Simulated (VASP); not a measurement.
# GaSi3 (P6_3/mmc) in VASP: notebook

Runs on GaSi3. Level: PBE. Tasks: single point.

All numbers are computed with VASP 6.6.1; they aren't measurements. Logs are shortened: lines on timing, memory, paths and dates and some standing lists are left out, and cuts for length are marked.

## (1) The cell of the first run

The structure is hexagonal, space group P6_3/mmc (No. 194). Conventional cell: a = 5.664 Å, b = 5.664 Å, c = 4.546 Å, α = 90.00°, β = 90.00°, γ = 120.00°. Ga (site symmetry -6m2) has 12 Si at 2.80 to 2.83 Å within 3.7 Å. Si (site symmetry mm2) has 4 Ga at 2.80 to 2.83 Å and 8 Si at 2.80 to 2.84 Å within 3.7 Å.

## (2) Single point, PBE

Contents of INCAR:

```
SYSTEM = GaSi3
PREC = Accurate
ENCUT = 520
EDIFF = 1E-6
ISMEAR = 0
SIGMA = 0.1
LREAL = .FALSE.
LASPH = .TRUE.
NELM = 100
ALGO = Normal
ISIF = 2
LWAVE = .FALSE.
LCHARG = .FALSE.
GGA = PE
NBANDS = 35
```

Contents of KPOINTS:

```
regular mesh
0
G
  6 6 4
  0 0 0
```

Contents of POSCAR:

```
GaSi3
1.0
    5.6635492971      0.0000000000      0.0000000000
   -2.8317746485      4.9047775668      0.0000000000
    0.0000000000      0.0000000000      4.5458721530
Ga Si
2 6
Direct
    0.3333333333      0.6666666667      0.2500000000
    0.6666666667      0.3333333333      0.7500000000
    0.8330000000      0.6660000000      0.2500000000
    0.1670000000      0.8330000000      0.7500000000
    0.3340000000      0.1670000000      0.2500000000
    0.1670000000      0.3340000000      0.7500000000
    0.8330000000      0.1670000000      0.2500000000
    0.6660000000      0.8330000000      0.7500000000
```

Potentials or basis: VASP PAW PBE potentials, release 64 (Ga_d, Si).

Run with:

```
$ cat potpaw_PBE.64/Ga_d/POTCAR potpaw_PBE.64/Si/POTCAR > POTCAR
$ mpirun -np 1 vasp_std > vasp.out
```

OUTCAR:

```text
SYSTEM = GaSi3
   PREC = Accurate
   ENCUT = 520
   EDIFF = 1E-6
   ISMEAR = 0
   LREAL = .FALSE.
   LASPH = .TRUE.
   NELM = 100
   ISIF = 2
   GGA = PE

 ion  position               nearest neighbor table
   1  0.333  0.667  0.250-   4 2.80   4 2.80   6 2.80   6 2.80   8 2.80   8 2.80   5 2.83   3 2.83
                             7 2.83   7 2.83   5 2.83   3 2.83
   2  0.667  0.333  0.750-   7 2.80   7 2.80   3 2.80   3 2.80   5 2.80   5 2.80   8 2.83   6 2.83
                             4 2.83   4 2.83   8 2.83   6 2.83
   3  0.833  0.666  0.250-   2 2.80   2 2.80   8 2.80   8 2.80   4 2.80   4 2.80   7 2.83   5 2.83
                             1 2.83   1 2.83   7 2.84   5 2.84
   4  0.167  0.833  0.750-   1 2.80   1 2.80   5 2.80   5 2.80   3 2.80   3 2.80   6 2.83   8 2.83
                             2 2.83   2 2.83   6 2.84   8 2.84
   5  0.334  0.167  0.250-   2 2.80   2 2.80   4 2.80   4 2.80   6 2.80   6 2.80   3 2.83   7 2.83
                             1 2.83   1 2.83   3 2.84   7 2.84
   6  0.167  0.334  0.750-   1 2.80   1 2.80   5 2.80   5 2.80   7 2.80   7 2.80   4 2.83   8 2.83
                             2 2.83   2 2.83   4 2.84   8 2.84
   7  0.833  0.167  0.250-   2 2.80   2 2.80   8 2.80   8 2.80   6 2.80   6 2.80   3 2.83   5 2.83
                             1 2.83   1 2.83   3 2.84   5 2.84
   8  0.666  0.833  0.750-   1 2.80   1 2.80   7 2.80   7 2.80   3 2.80   3 2.80   6 2.83   4 2.83
                             2 2.83   2 2.83   6 2.84   4 2.84

  LATTYP: Found a hexagonal cell.
 ALAT       =     5.6635492971
 C/A-ratio  =     0.8026542923

  Lattice vectors:

 A1 = (   5.6635492971,   0.0000000000,   0.0000000000)
 A2 = (  -2.8317746485,   4.9047775668,   0.0000000000)
 A3 = (   0.0000000000,   0.0000000000,   4.5458721530)

Analysis of symmetry for initial positions (statically):
=====================================================================
 Subroutine PRICEL returns:
 Original cell was already a primitive cell.

 Routine SETGRP: Setting up the symmetry group for a
 hexagonal supercell.

 Subroutine GETGRP returns: Found 24 space group operations
 (whereof 12 operations were pure point group operations)
 out of a pool of 24 trial point group operations.

The static configuration has the point symmetry D_3d.
 The point group associated with its full space group is D_6h.

Analysis of symmetry for dynamics (positions and initial velocities):
=====================================================================
 Subroutine PRICEL returns:
 Original cell was already a primitive cell.

 Routine SETGRP: Setting up the symmetry group for a
 hexagonal supercell.

 Subroutine GETGRP returns: Found 24 space group operations
 (whereof 12 operations were pure point group operations)
 out of a pool of 24 trial point group operations.

The dynamic configuration has the point symmetry D_3d.
 The point group associated with its full space group is D_6h.

 Subroutine INISYM returns: Found 24 space group operations
 (whereof 12 operations are pure point group operations),
 and found     1 'primitive' translations

----------------------------------------------------------------------------------------

                                     Primitive cell

  volume of cell :     126.2773

  direct lattice vectors                    reciprocal lattice vectors
     5.663549297  0.000000000  0.000000000     0.176567722  0.101941422  0.000000000
    -2.831774649  4.904777567  0.000000000     0.000000000  0.203882844  0.000000000
     0.000000000  0.000000000  4.545872153     0.000000000  0.000000000  0.219979790

  length of vectors
     5.663549297  5.663549297  4.545872153     0.203882844  0.203882844  0.219979790

  position of ions in fractional coordinates (direct lattice)
     0.333333333  0.666666667  0.250000000
     0.666666667  0.333333333  0.750000000
     0.833000000  0.666000000  0.250000000
     0.167000000  0.833000000  0.750000000
     0.334000000  0.167000000  0.250000000
     0.167000000  0.334000000  0.750000000
     0.833000000  0.167000000  0.250000000
     0.666000000  0.833000000  0.750000000

  ion indices of the primitive-cell ions
   primitive index   ion index
                 1           1
                 2           2
                 3           3
                 4           4
                 5           5
                 6           6
                 7           7
                 8           8

----------------------------------------------------------------------------------------

 KPOINTS: regular mesh

Automatic generation of k-mesh.
 Grid dimensions read from file:
 generate k-points for:    6    6    4

 Generating k-lattice:

  Cartesian coordinates                     Fractional coordinates (reciprocal lattice)
     0.029427954  0.016990237  0.000000000     0.166666667  0.000000000  0.000000000
     0.000000000  0.033980474  0.000000000     0.000000000  0.166666667  0.000000000
     0.000000000  0.000000000  0.054994947     0.000000000  0.000000000  0.250000000

  Length of vectors
     0.033980474  0.033980474  0.054994947

  Shift w.r.t. Gamma in fractional coordinates (k-lattice)
     0.000000000  0.000000000  0.000000000

 Subroutine IBZKPT returns following result:
 ===========================================

 Found     21 irreducible k-points:

 Following reciprocal coordinates:
            Coordinates               Weight
  0.000000  0.000000  0.000000      1.000000
  0.166667 -0.000000  0.000000      6.000000
  0.333333  0.000000  0.000000      6.000000
  0.500000  0.000000  0.000000      3.000000
  0.166667  0.166667  0.000000      6.000000
  0.333333  0.166667  0.000000     12.000000
[... 13 lines left out ...]
  0.333333  0.166667  0.500000     12.000000
  0.333333  0.333333  0.500000      2.000000
   k-points           NKPTS =     21   k-points in BZ     NKDIM =     21   number of bands    NBANDS=     35
   number of dos      NEDOS =    301   number of ions     NIONS =      8
   total plane-waves  NPLWV =  63504
   dimension x,y,z NGX =    42 NGY =   42 NGZ =   36
   dimension x,y,z NGXF=    84 NGYF=   84 NGZF=   72
   ions per type =               2   6
   NGX,Y,Z   is equivalent  to a cutoff of  12.33, 12.33, 13.17 a.u.
   NGXF,Y,Z  is equivalent  to a cutoff of  24.66, 24.66, 26.33 a.u.
 SYSTEM =  GaSi3
   PREC   = accura    normal or accurate (medium, high low for compatibility)
   ISTART =      0    job   : 0-new  1-cont  2-samecut
   ICHARG =      2    charge: 1-file 2-atom 10-const
   ISPIN  =      1    spin polarized calculation?
   LNONCOLLINEAR =      F non collinear calculations
   LSORBIT =      F    spin-orbit coupling
   LASPH  =      T    aspherical Exc in radial PAW
   ENCUT  =  520.0 eV  38.22 Ry    6.18 a.u.  10.53 10.53  8.45*2*pi/ulx,y,z
   NELM   =    100;   NELMIN=  2; NELMDL= -5     # of ELM steps
   EDIFF  = 0.1E-05   stopping-criterion for ELM
   LREAL  =      F    real-space projection
   EDIFFG = 0.1E-04   stopping-criterion for IOM
   NSW    =      0    number of steps for IOM
   IBRION =     -1    ionic relax: 0-MD 1-quasi-New 2-CG
   NFREE  =      0    steps in history (QN), initial steepest desc. (CG)
   ISIF   =      2    stress and relaxation
   ISYM   =      2    0-nonsym 1-usesym 2-fastsym
   POTIM  = 0.5000    time-step for ionic-motion
   TEBEG  =    0.0;   TEEND  =   0.0 temperature during run
   PSTRESS=    0.0 pullay stress
   NELECT =      50.0000    total number of electrons
   NUPDOWN=      -1.0000    fix difference up-down
   EMIN   =  10.00;   EMAX   =-10.00  energy-range for DOS
   EFERMI =   0.00;   METHOD = LEGACY
   ISMEAR =     0;   SIGMA  =   0.10  broadening in eV -4-tet -1-fermi 0-gaus
   EFERMI_NEDOS =   21; number of points for ismear=-14 and -15
   IALGO  =     38    algorithm
   IMIX   =      4    mixing-type and parameters
     AMIX     =   0.40;   BMIX     =  1.00
     AMIX_MAG =   1.60;   BMIX_MAG =  1.00
  volume/ion in A,a.u.               =      15.78       106.52
  Fermi-wavevector in a.u.,A,eV,Ry     =   1.202144  2.271722 19.662456  1.445150
  Thomas-Fermi vector in A             =   2.337933
   LORBIT       =      0    0 simple, 1 ext, 2 COOP (PROOUT), +10 PAW based schemes
   GGA     = PE    functional components
   LHFCALC =     F    Hartree Fock is set to
   AEXX    =    0.0000 exact exchange contribution
   IVDW    =     0    specifies the selected vdW correction
   LEPSILON=     F    determine dielectric tensor
   LRPA    =     F    only Hartree local field effects (RPA)
 non-spin polarized calculation
 Gauss-broadening in eV      SIGMA  =   0.10
  energy-cutoff  :      520.00
  volume of cell :      126.28
 maximum number of plane-waves:      3429
   NGX = 21   NGY = 21   NGZ = 17

 number of electron      49.9999993 magnetization

 Free energy of the ion-electron system (eV)
  ---------------------------------------------------
  ext. energy  EPLUGINS =         0.00000000
  ---------------------------------------------------
  free energy    TOTEN  =       -34.75543701 eV

  energy without entropy =      -34.74518713  energy(sigma->0) =      -34.75031207

 E-fermi :   8.4290     XC(G=0): -11.1217

 val. band max:        8.4281010166   @ k =   0.0000   0.0000   0.0000
 cond. band min:       8.4993617384   @ k =   0.3333   0.3333   0.0000
 fundamental gap:      0.0712607218
 Fermi energy:         8.4289900743

 k-point     1 :       0.0000    0.0000    0.0000
  band No.  band energies     occupation
      1      -6.3878      2.00000
      2      -6.3577      2.00000
      3      -6.3577      2.00000
      4      -6.3440      2.00000
      5      -6.3440      2.00000
      6      -6.3425      2.00000
[... 27 lines left out ...]
     34      12.3316      0.00000
     35      14.4663      0.00000

 k-point     2 :       0.1667   -0.0000    0.0000
  band No.  band energies     occupation
      1      -6.3851      2.00000
      2      -6.3618      2.00000
      3      -6.3564      2.00000
      4      -6.3456      2.00000
      5      -6.3436      2.00000
      6      -6.3409      2.00000
[... 714 lines left out ...]
 k-point    21 :       0.3333    0.3333    0.5000
  band No.  band energies     occupation
      1      -6.3501      2.00000
      2      -6.3501      2.00000
      3      -6.3478      2.00000
      4      -6.3478      2.00000
      5      -6.3446      2.00000
      6      -6.3446      2.00000
[... 27 lines left out ...]
     34      11.8829      0.00000
     35      12.8893      0.00000

------------------------ aborting loop because EDIFF is reached ----------------------------------------

  FORCE on cell =-STRESS in cart. coord.  units (eV):
  Direction    XX          YY          ZZ          XY          YZ          ZX
  --------------------------------------------------------------------------------------
  -------------------------------------------------------------------------------------
  Total       -2.6088972     -2.6088972      3.0674415     -0.0000000     -0.0000000     -0.0000000
  in kB      -33.1010924    -33.1010924     38.9189986     -0.0000000     -0.0000000     -0.0000000
  external PRESSURE =      -9.0943954 kB  Pullay stress =       0.0000000 kB

 VOLUME and BASIS-vectors are now :
 -----------------------------------------------------------------------------
  energy-cutoff  :      520.00
  volume of cell :      126.28
      direct lattice vectors                 reciprocal lattice vectors
     5.663549297  0.000000000  0.000000000     0.176567722  0.101941422  0.000000000
    -2.831774649  4.904777567  0.000000000     0.000000000  0.203882844  0.000000000
     0.000000000  0.000000000  4.545872153     0.000000000  0.000000000  0.219979790

 POSITION                                       TOTAL-FORCE (eV/Angst)
 -----------------------------------------------------------------------------------
     -0.00000      3.26985      1.13647         0.000000     -0.000000     -0.000000
      2.83177      1.63493      3.40940        -0.000000      0.000000     -0.000000
      2.83177      3.26658      1.13647         0.000000      0.323048     -0.000000
     -1.41306      4.08568      3.40940        -0.279768      0.161524      0.000000
      1.41872      0.81910      1.13647        -0.279768     -0.161524      0.000000
      0.00000      1.63820      3.40940        -0.000000     -0.323048      0.000000
      4.24483      0.81910      1.13647         0.279768     -0.161524      0.000000
      1.41306      4.08568      3.40940         0.279768      0.161524     -0.000000
 -----------------------------------------------------------------------------------
    total drift:                               -0.000000      0.000000     -0.000000

  FREE ENERGIE OF THE ION-ELECTRON SYSTEM (eV)
  ---------------------------------------------------
  free  energy   TOTEN  =       -34.7554370065 eV

  energy  without entropy=      -34.7451871337  energy(sigma->0) =      -34.75031207
```

Wall time 34 s (1 thread of Intel Xeon 6975P-C (Granite Rapids), shared host); peak memory 0.26 GiB.

What came out:

```yaml
Free_energy: -34.7554 eV
Pressure: -0.9 GPa
Largest_force: 0.323 eV/Å
Band_gap_on_the_k_mesh: zero (bands 25 and 26 overlap by 3.73 eV)
```

Forces in eV/Å, atoms in the order of the input:
```
Ga   0.000  0.000  0.000
Ga   0.000  0.000  0.000
Si   0.000  0.323  0.000
Si  -0.280  0.162  0.000
Si  -0.280 -0.162  0.000
Si   0.000 -0.323  0.000
Si   0.280 -0.162  0.000
Si   0.280  0.162  0.000
```

Stress tensor (GPa, compression positive):
```
-3.31  0.00  0.00
 0.00 -3.31  0.00
 0.00  0.00  3.89
```

Levels at points of the mesh, in eV from the Fermi level:
```csv
k point,band 23,band 24,band 25,band 26,band 27,band 28
"(0.00, 0.00, 0.00)",-0.87,-0.67,-0.67,-0.65,0.00,0.14
"(0.50, 0.00, 0.00)",-2.02,-1.76,-1.62,-1.25,0.22,0.24
"(0.00, 0.00, 0.50)",-4.78,-4.78,2.36,2.36,4.46,4.46
"(0.50, 0.00, 0.50)",-0.59,-0.59,-0.43,-0.43,1.73,1.73
```

## (3) Single point, PBE

This run uses another cell than the first one, of 15.68 Å³/atom.

Contents of INCAR:

```
SYSTEM = GaSi3
PREC = Accurate ; ENCUT = 520
EDIFF = 1E-6 ; ISMEAR = 0
SIGMA = 0.1 ; LREAL = .FALSE.
LASPH = .TRUE. ; NELM = 60
ALGO = Normal ; ISIF = 2
LWAVE = .FALSE. ; LCHARG = .FALSE.
GGA = PE ; NBANDS = 35
```

Contents of KPOINTS:

```
regular mesh
0
G
  12 12 8
  0 0 0
```

Contents of POSCAR:

```
GaSi3
1.0
    5.5136629029      0.0000000000      0.0000000000
   -2.7568314514      4.7749721419      0.0000000000
    0.0000000000      0.0000000000      4.7659467525
Ga Si
2 6
Direct
    0.3333333333      0.6666666667      0.2500000000
    0.6666666667      0.3333333333      0.7500000000
    0.8393652545      0.6787305090      0.2500000000
    0.1606347455      0.8393652545      0.7500000000
    0.3212694910      0.1606347455      0.2500000000
    0.1606347455      0.3212694910      0.7500000000
    0.8393652545      0.1606347455      0.2500000000
    0.6787305090      0.8393652545      0.7500000000
```

Potentials or basis: VASP PAW PBE potentials, release 64 (Ga_d, Si).

Run with:

```
$ cat potpaw_PBE.64/Ga_d/POTCAR potpaw_PBE.64/Si/POTCAR > POTCAR
$ mpirun -np 1 vasp_std > vasp.out
```

Run time: 3.1 min. Hardware: 1 thread of Intel Xeon 6975P-C (Granite Rapids), shared host; peak memory 0.45 GiB.

Results (log left out):

- Free energy: -34.7661 eV
- Pressure: 0.0 GPa
- Largest force: 0.003 eV/Å
- Band gap on the k mesh: zero (bands 25 and 26 overlap by 3.22 eV)

Forces on the atoms (eV/Å):
```
Ga   0.000  0.000  0.000
Ga   0.000  0.000  0.000
Si   0.000  0.003  0.000
Si  -0.003  0.002  0.000
Si  -0.003 -0.002  0.000
Si   0.000 -0.003  0.000
Si   0.003 -0.002  0.000
Si   0.003  0.002  0.000
```

Levels at points of the mesh, in eV from the Fermi level:
```csv
k point,band 23,band 24,band 25,band 26,band 27,band 28
"(0.00, 0.00, 0.00)",-1.28,-1.28,-1.27,-1.27,-0.24,0.35
"(0.50, 0.00, 0.00)",-1.97,-1.86,-1.79,-1.27,0.75,0.95
"(0.00, 0.00, 0.50)",-4.71,-4.71,0.78,0.78,5.05,5.05
"(0.50, 0.00, 0.50)",-0.53,-0.53,-0.35,-0.35,1.58,1.58
```
